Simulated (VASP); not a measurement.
Wanted: the native input for a VASP 6.6.1 run.

- Task: single point
- Functional: PBE
- Dispersion: D3(BJ)
- Potentials or basis: VASP PAW PBE potentials, release 64 (B, N)
- Cutoff: 520 eV
- k mesh: 10 × 10 × 2
- Occupations: gaussian, width 0.05 eV
- Spin: no spin polarisation
- Dipole correction: no
- Further INCAR settings: ALGO = Normal; EDIFF = 1e-06; NBANDS = 26

The structure of BN lies in POSCAR:

```
BN
1.0
   -2.5064381127      0.0000000000      0.0000000000
   -1.2532190563     -2.1706390786      0.0000000000
   -0.5012876225      0.0000000000     13.2336949040
B N
4 4
Direct
    0.1583333333      0.3333333333      0.8750000000
    0.2583333333      0.3333333333      0.3750000000
    0.6416666667      0.6666666667      0.1250000000
    0.5416666667      0.6666666667      0.6250000000
    0.3083333333      0.3333333333      0.1250000000
    0.2083333333      0.3333333333      0.6250000000
    0.4916666667      0.6666666667      0.8750000000
    0.5916666667      0.6666666667      0.3750000000
```

This cell differs from its parent crystal: the part above a cut slid along it.

One way to write it, as run:

INCAR

```
SYSTEM = BN
ALGO = Normal
EDIFF = 1E-6
ENCUT = 520
GGA = PE
ISIF = 2
ISMEAR = 0
IVDW = 12
LASPH = .True.
LCHARG = .True.
LELF = .True.
LREAL = .False.
LVHAR = .True.
LWAVE = .False.
NBANDS = 26
NELM = 100
PREC = Accurate
SIGMA = 0.05
```

KPOINTS

```
k-points
0
Gamma
  10 10 2
  0 0 0
```

Potentials or basis: VASP PAW PBE potentials, release 64 (B, N).

The run is started by

```bash
$ cat potpaw_PBE.64/B/POTCAR potpaw_PBE.64/N/POTCAR > POTCAR
$ mpirun -np 1 vasp_std > vasp.out
```

It gave:

* Pressure: 0.1 GPa
* Largest force: 0.022 eV/Å
* Band gap on the k mesh: 3.99 eV (least direct gap 4.37 eV)
* Dispersion energy per atom: -0.141 eV

Caveat: the cell differs from its parent crystal (the part above a cut slid along it).

It took 80 s on 1 thread of Intel(R) Xeon(R) 6975P-C (Granite Rapids) (shared host), peak memory 0.28 GiB.
